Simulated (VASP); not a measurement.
Write the native input for VASP 6.6.1 that does the following.

| Item | Value |
| --- | --- |
| Task | relaxation of cell and atoms |
| Functional | PBE |
| Potentials or basis | VASP PAW PBE potentials, release 64 (La, Lu, N) |
| Cutoff | 600 eV |
| k mesh | 4 × 4 × 4 |
| Occupations | gaussian, width 0.1 eV |
| Spin | no spin polarisation |
| Dipole correction | no |
| Further INCAR settings | ALGO = Normal; EDIFF = 1e-06; IBRION = 2; EDIFFG = -0.04; NSW = 90; ISIF = 3 |

The structure of LaLu2N3 lies in POSCAR:

```
LaLu2N3
1.0
   -2.8844591600      2.8844591600      3.4338604200
    2.8844591600     -2.8844591600      3.4338604200
    2.8844591600      2.8844591600     -3.4338604200
La Lu N
1 2 3
Direct
    0.5000000000      0.5000000000      0.0000000000
    0.5000000000      0.0000000000      0.5000000000
    0.0000000000      0.5000000000      0.5000000000
    0.0000000000      0.0000000000      0.0000000000
    0.7500000000      0.2500000000      0.5000000000
    0.2500000000      0.7500000000      0.5000000000
```

The cell was built from a structure type or drawn by symmetry, and may not be a known phase.

One way to write it, as run:

INCAR

```
SYSTEM = LaLu2N3
PREC     = Accurate       ! precision mode
ENCUT    = 600            ! plane-wave cutoff, eV
EDIFF    = 1E-6           ! SCF threshold, eV
ISMEAR   = 0              ! smearing method
SIGMA    = 0.1            ! smearing width, eV
LREAL    = .False.        ! projectors in reciprocal space
LASPH    = .True.         ! aspherical terms in the spheres
NELM     = 100            ! most SCF steps
ALGO     = Normal         ! electronic algorithm
ISIF     = 3              ! what is computed and relaxed
LWAVE    = .False.        ! write WAVECAR
LCHARG   = .False.        ! write CHGCAR
GGA      = PE             ! functional
IBRION   = 2              ! ionic algorithm
NSW      = 90             ! ionic steps
EDIFFG   = -0.04          ! ionic threshold
```

KPOINTS

```
regular mesh
0
Gamma
  4 4 4
  0 0 0
```

Potentials or basis: VASP PAW PBE potentials, release 64 (La, Lu, N).

The run is started by

```sh
$ cat potpaw_PBE.64/La/POTCAR potpaw_PBE.64/Lu/POTCAR potpaw_PBE.64/N/POTCAR > POTCAR
$ mpirun -np 1 vasp_std > vasp.out
```

It gave:

The relaxed volume is 21.41 Å³/atom and the relaxed cell is a = 5.702 Å, b = 5.702 Å, c = 5.702 Å, α = 121.29°, β = 121.29°, γ = 87.77°. The space group after relaxing (to 0.1 Å) is I4/mmm (No. 139). The energy gained by relaxing is 817.6 meV/atom. The ionic steps are 15 and the pressure after relaxing is 0.1 GPa. The band gap on the k mesh is zero (bands 38 and 39 overlap by 1.02 eV).

Caveat: spin-orbit coupling is left out, which moves the levels of the heavy elements.

It took 76 min on 1 thread of AMD EPYC 7R13 Processor (Zen 3), with other jobs on the host, peak memory 0.38 GiB.
